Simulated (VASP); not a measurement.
# B2F (F-43m) in VASP: single point with PBE

Aim: the single point of B2F with PBE.

Everything below comes from runs of VASP 6.6.1. Logs are shortened: lines on timing, memory, paths and dates and some standing lists are left out, and cuts for length are marked.

### Step 1. The cell of the first run

It takes space group F-43m (No. 216, cubic). The conventional cell has a = 4.920 Å, b = 4.920 Å, c = 4.920 Å, α = 90.00°, β = 90.00°, γ = 90.00°. B (site symmetry -43m) has 4 B at 2.13 Å and 4 F at 2.13 Å within 2.8 Å. Within 2.8 Å of B (site symmetry -43m) lie 4 B at 2.13 Å and 6 F at 2.46 Å. F (site symmetry -43m) has 10 B at 2.13 to 2.46 Å within 2.8 Å.

### Step 2. Single point, PBE

Input file INCAR:

```
SYSTEM = B2F
  PREC = Accurate
  ENCUT = 520
  EDIFF = 1E-6
  ISMEAR = 0
  SIGMA = 0.1
  LREAL = .FALSE.
  LASPH = .TRUE.
  NELM = 60
  ALGO = Normal
  ISIF = 2
  LWAVE = .FALSE.
  LCHARG = .FALSE.
  GGA = PE
  NBANDS = 14
```

Input file KPOINTS:

```
regular mesh
0
G
  16 16 16
  0 0 0
```

Input file POSCAR:

```
B2F
1.0
    0.0000000000      2.4602477385      2.4602477385
    2.4602477385      0.0000000000      2.4602477385
    2.4602477385      2.4602477385      0.0000000000
B F
2 1
Direct
    0.5000000000      0.5000000000      0.5000000000
    0.7500000000      0.7500000000      0.7500000000
    0.2500000000      0.2500000000      0.2500000000
```

Potentials or basis: VASP PAW PBE potentials, release 64 (B, F).

Run with:

```
$ cat potpaw_PBE.64/B/POTCAR potpaw_PBE.64/F/POTCAR > POTCAR
$ mpirun -np 1 vasp_std > vasp.out
```

OUTCAR:

```text
SYSTEM = B2F
   PREC = Accurate
   ENCUT = 520
   EDIFF = 1E-6
   ISMEAR = 0
   LREAL = .FALSE.
   LASPH = .TRUE.
   NELM = 60
   ISIF = 2
   GGA = PE

 ion  position               nearest neighbor table
   1  0.500  0.500  0.500-   2 2.13   2 2.13   2 2.13   2 2.13
   2  0.750  0.750  0.750-   1 2.13   1 2.13   1 2.13   1 2.13
   3  0.250  0.250  0.250-

  LATTYP: Found a face centered cubic cell.
 ALAT       =     4.9204954770

  Lattice vectors:

 A1 = (   0.0000000000,   2.4602477385,   2.4602477385)
 A2 = (   2.4602477385,   0.0000000000,   2.4602477385)
 A3 = (   2.4602477385,   2.4602477385,   0.0000000000)

Analysis of symmetry for initial positions (statically):
=====================================================================
 Subroutine PRICEL returns:
 Original cell was already a primitive cell.

 Routine SETGRP: Setting up the symmetry group for a
 face centered cubic supercell.

 Subroutine GETGRP returns: Found 24 space group operations
 (whereof 24 operations were pure point group operations)
 out of a pool of 48 trial point group operations.

The static configuration has the point symmetry T_d .

Analysis of symmetry for dynamics (positions and initial velocities):
=====================================================================
 Subroutine PRICEL returns:
 Original cell was already a primitive cell.

 Routine SETGRP: Setting up the symmetry group for a
 face centered cubic supercell.

 Subroutine GETGRP returns: Found 24 space group operations
 (whereof 24 operations were pure point group operations)
 out of a pool of 48 trial point group operations.

The dynamic configuration has the point symmetry T_d .

 Subroutine INISYM returns: Found 24 space group operations
 (whereof 24 operations are pure point group operations),
 and found     1 'primitive' translations

----------------------------------------------------------------------------------------

                                     Primitive cell

  volume of cell :      29.7829

  direct lattice vectors                    reciprocal lattice vectors
     0.000000000  2.460247739  2.460247739    -0.203231566  0.203231566  0.203231566
     2.460247739  0.000000000  2.460247739     0.203231566 -0.203231566  0.203231566
     2.460247739  2.460247739  0.000000000     0.203231566  0.203231566 -0.203231566

  length of vectors
     3.479315719  3.479315719  3.479315719     0.352007398  0.352007398  0.352007398

  position of ions in fractional coordinates (direct lattice)
     0.500000000  0.500000000  0.500000000
     0.750000000  0.750000000  0.750000000
     0.250000000  0.250000000  0.250000000

  ion indices of the primitive-cell ions
   primitive index   ion index
                 1           1
                 2           2
                 3           3

----------------------------------------------------------------------------------------

 KPOINTS: regular mesh

Automatic generation of k-mesh.
 Grid dimensions read from file:
 generate k-points for:   16   16   16

 Generating k-lattice:

  Cartesian coordinates                     Fractional coordinates (reciprocal lattice)
    -0.012701973  0.012701973  0.012701973     0.062500000  0.000000000  0.000000000
     0.012701973 -0.012701973  0.012701973     0.000000000  0.062500000  0.000000000
     0.012701973  0.012701973 -0.012701973     0.000000000  0.000000000  0.062500000

  Length of vectors
     0.022000462  0.022000462  0.022000462

  Shift w.r.t. Gamma in fractional coordinates (k-lattice)
     0.000000000  0.000000000  0.000000000

 Subroutine IBZKPT returns following result:
 ===========================================

 Found    145 irreducible k-points:

 Following reciprocal coordinates:
            Coordinates               Weight
  0.000000  0.000000  0.000000      1.000000
  0.062500  0.000000  0.000000      8.000000
  0.125000  0.000000  0.000000      8.000000
  0.187500  0.000000  0.000000      8.000000
  0.250000  0.000000  0.000000      8.000000
  0.312500  0.000000  0.000000      8.000000
[... 16 lines left out ...]
 -0.125000  0.062500  0.000000     24.000000
 -0.062500  0.062500  0.000000     12.000000
 [... further k-points ...]
   k-points           NKPTS =    145   k-points in BZ     NKDIM =    145   number of bands    NBANDS=     14
   number of dos      NEDOS =    301   number of ions     NIONS =      3
   total plane-waves  NPLWV =  21952
   dimension x,y,z NGX =    28 NGY =   28 NGZ =   28
   dimension x,y,z NGXF=    56 NGYF=   56 NGZF=   56
   ions per type =               2   1
   NGX,Y,Z   is equivalent  to a cutoff of  13.38, 13.38, 13.38 a.u.
   NGXF,Y,Z  is equivalent  to a cutoff of  26.76, 26.76, 26.76 a.u.
 SYSTEM =  B2F
   PREC   = accura    normal or accurate (medium, high low for compatibility)
   ISTART =      0    job   : 0-new  1-cont  2-samecut
   ICHARG =      2    charge: 1-file 2-atom 10-const
   ISPIN  =      1    spin polarized calculation?
   LNONCOLLINEAR =      F non collinear calculations
   LSORBIT =      F    spin-orbit coupling
   LASPH  =      T    aspherical Exc in radial PAW
   ENCUT  =  520.0 eV  38.22 Ry    6.18 a.u.   6.47  6.47  6.47*2*pi/ulx,y,z
   NELM   =     60;   NELMIN=  2; NELMDL= -5     # of ELM steps
   EDIFF  = 0.1E-05   stopping-criterion for ELM
   LREAL  =      F    real-space projection
   EDIFFG = 0.1E-04   stopping-criterion for IOM
   NSW    =      0    number of steps for IOM
   IBRION =     -1    ionic relax: 0-MD 1-quasi-New 2-CG
   NFREE  =      0    steps in history (QN), initial steepest desc. (CG)
   ISIF   =      2    stress and relaxation
   ISYM   =      2    0-nonsym 1-usesym 2-fastsym
   POTIM  = 0.5000    time-step for ionic-motion
   TEBEG  =    0.0;   TEEND  =   0.0 temperature during run
   PSTRESS=    0.0 pullay stress
   NELECT =      13.0000    total number of electrons
   NUPDOWN=      -1.0000    fix difference up-down
   EMIN   =  10.00;   EMAX   =-10.00  energy-range for DOS
   EFERMI =   0.00;   METHOD = LEGACY
   ISMEAR =     0;   SIGMA  =   0.10  broadening in eV -4-tet -1-fermi 0-gaus
   EFERMI_NEDOS =   21; number of points for ismear=-14 and -15
   IALGO  =     38    algorithm
   IMIX   =      4    mixing-type and parameters
     AMIX     =   0.40;   BMIX     =  1.00
     AMIX_MAG =   1.60;   BMIX_MAG =  1.00
  volume/ion in A,a.u.               =       9.93        66.99
  Fermi-wavevector in a.u.,A,eV,Ry     =   1.241844  2.346745 20.982592  1.542177
  Thomas-Fermi vector in A             =   2.376224
   LORBIT       =      0    0 simple, 1 ext, 2 COOP (PROOUT), +10 PAW based schemes
   GGA     = PE    functional components
   LHFCALC =     F    Hartree Fock is set to
   AEXX    =    0.0000 exact exchange contribution
   IVDW    =     0    specifies the selected vdW correction
   LEPSILON=     F    determine dielectric tensor
   LRPA    =     F    only Hartree local field effects (RPA)
 non-spin polarized calculation
 Gauss-broadening in eV      SIGMA  =   0.10
  energy-cutoff  :      520.00
  volume of cell :       29.78
 maximum number of plane-waves:       821
 NGX is ok and might be reduce to    28
   NGX = 13   NGY = 13   NGZ = 13

 number of electron      13.0000008 magnetization

 Free energy of the ion-electron system (eV)
  ---------------------------------------------------
  ext. energy  EPLUGINS =         0.00000000
  ---------------------------------------------------
  free energy    TOTEN  =       -10.91484414 eV

  energy without entropy =      -10.90289472  energy(sigma->0) =      -10.90886943

 E-fermi :   3.2487     XC(G=0): -10.5115

 val. band max:        3.2450063189   @ k =   0.5000   0.0625   0.0000
 cond. band min:       3.2533155434   @ k =  -0.2500   0.1875   0.0000
 fundamental gap:      0.0083092244
 Fermi energy:         3.2487476963

 k-point     1 :       0.0000    0.0000    0.0000
  band No.  band energies     occupation
      1     -20.7584      2.00000
      2      -5.6122      2.00000
      3      -1.9778      2.00000
      4      -1.9778      2.00000
      5      -1.9778      2.00000
      6       4.3301      0.00000
      7       4.3301      0.00000
      8       4.3301      0.00000
      9       8.4311      0.00000
     10       8.4311      0.00000
     11       8.4311      0.00000
     12       8.7074      0.00000
     13      17.4577      0.00000
     14      18.2168      0.00000

 k-point     2 :       0.0625    0.0000    0.0000
  band No.  band energies     occupation
      1     -20.7497      2.00000
      2      -5.6487      2.00000
      3      -1.9888      2.00000
      4      -1.9888      2.00000
      5      -1.9414      2.00000
      6       4.1074      0.00000
      7       4.2873      0.00000
      8       4.2873      0.00000
      9       8.4706      0.00000
     10       8.4983      0.00000
     11       8.4983      0.00000
     12       8.9292      0.00000
     13      17.5033      0.00000
     14      18.2606      0.00000

 k-point     3 :       0.1250    0.0000    0.0000
  band No.  band energies     occupation
      1     -20.7253      2.00000
      2      -5.7496      2.00000
      3      -2.0195      2.00000
      4      -2.0195      2.00000
      5      -1.8425      2.00000
      6       3.5827      0.00000
      7       4.1669      0.00000
      8       4.1669      0.00000
      9       8.4553      0.00000
     10       8.6929      0.00000
     11       8.6929      0.00000
     12       9.5896      0.00000
     13      17.5866      0.00000
     14      18.3848      0.00000
[... 324 lines left out ...]
 k-point    23 :      -0.1250    0.0625    0.0000
  band No.  band energies     occupation
      1     -20.7073      2.00000
      2      -5.8119      2.00000
      3      -2.2004      2.00000
      4      -1.9795      2.00000
      5      -1.6856      2.00000
      6       3.2745      0.71591
      7       4.0608      0.00000
      8       4.0782      0.00000
      9       8.5798      0.00000
     10       8.6230      0.00000
     11       8.9580      0.00000
     12       9.9884      0.00000
     13      17.5781      0.00000
     14      18.3990      0.00000

 k-point    24 :      -0.0625    0.0625    0.0000
  band No.  band energies     occupation
      1     -20.7361      2.00000
      2      -5.7041      2.00000
      3      -2.0878      2.00000
      4      -1.9708      2.00000
      5      -1.8411      2.00000
      6       3.7994      0.00000
      7       4.2107      0.00000
      8       4.2187      0.00000
      9       8.4852      0.00000
     10       8.5428      0.00000
     11       8.6742      0.00000
     12       9.2965      0.00000
     13      17.5528      0.00000
     14      18.2927      0.00000

 [... further k-points ...]
[... 5 lines left out ...]
  --------------------------------------------------------------------------------------
  -------------------------------------------------------------------------------------
  Total       -0.0589600     -0.0589600     -0.0589600      0.0000000      0.0000000      0.0000000
  in kB       -3.1717678     -3.1717678     -3.1717678      0.0000000      0.0000000      0.0000000
  external PRESSURE =      -3.1717678 kB  Pullay stress =       0.0000000 kB

 VOLUME and BASIS-vectors are now :
 -----------------------------------------------------------------------------
  energy-cutoff  :      520.00
  volume of cell :       29.78
      direct lattice vectors                 reciprocal lattice vectors
     0.000000000  2.460247739  2.460247739    -0.203231566  0.203231566  0.203231566
     2.460247739  0.000000000  2.460247739     0.203231566 -0.203231566  0.203231566
     2.460247739  2.460247739  0.000000000     0.203231566  0.203231566 -0.203231566

 POSITION                                       TOTAL-FORCE (eV/Angst)
 -----------------------------------------------------------------------------------
      2.46025      2.46025      2.46025        -0.000000     -0.000000     -0.000000
      3.69037      3.69037      3.69037         0.000000      0.000000      0.000000
      1.23012      1.23012      1.23012         0.000000      0.000000      0.000000
 -----------------------------------------------------------------------------------
    total drift:                                0.000000      0.000000     -0.000000

  FREE ENERGIE OF THE ION-ELECTRON SYSTEM (eV)
  ---------------------------------------------------
  free  energy   TOTEN  =       -10.9148441356 eV

  energy  without entropy=      -10.9028947234  energy(sigma->0) =      -10.90886943
```

Run time: 33 s. Hardware: 1 thread of Intel Xeon Platinum 8559C (Emerald Rapids), shared host; peak memory 0.18 GiB.

Results:

| Quantity | Value |
| --- | --- |
| Free energy | -10.9148 eV |
| Pressure | -0.3 GPa |

Levels at points of the mesh, in eV from the Fermi level:
| k point | band 3 | band 4 | band 5 | band 6 | band 7 | band 8 | band 9 | band 10 |
| --- | --- | --- | --- | --- | --- | --- | --- | --- |
| (0.00, 0.00, 0.00) | -5.23 | -5.23 | -5.23 | 1.08 | 1.08 | 1.08 | 5.18 | 5.18 |
| (0.50, 0.00, 0.00) | -5.48 | -5.48 | -4.52 | -1.93 | 0.03 | 0.03 | 5.20 | 7.17 |
| (0.50, 0.50, 0.00) | -6.49 | -6.49 | -5.73 | -1.26 | 0.90 | 0.90 | 3.90 | 6.76 |

Caveat: an odd number of electrons without spin polarisation forces a metal; a magnetic or distorted state may lie lower.
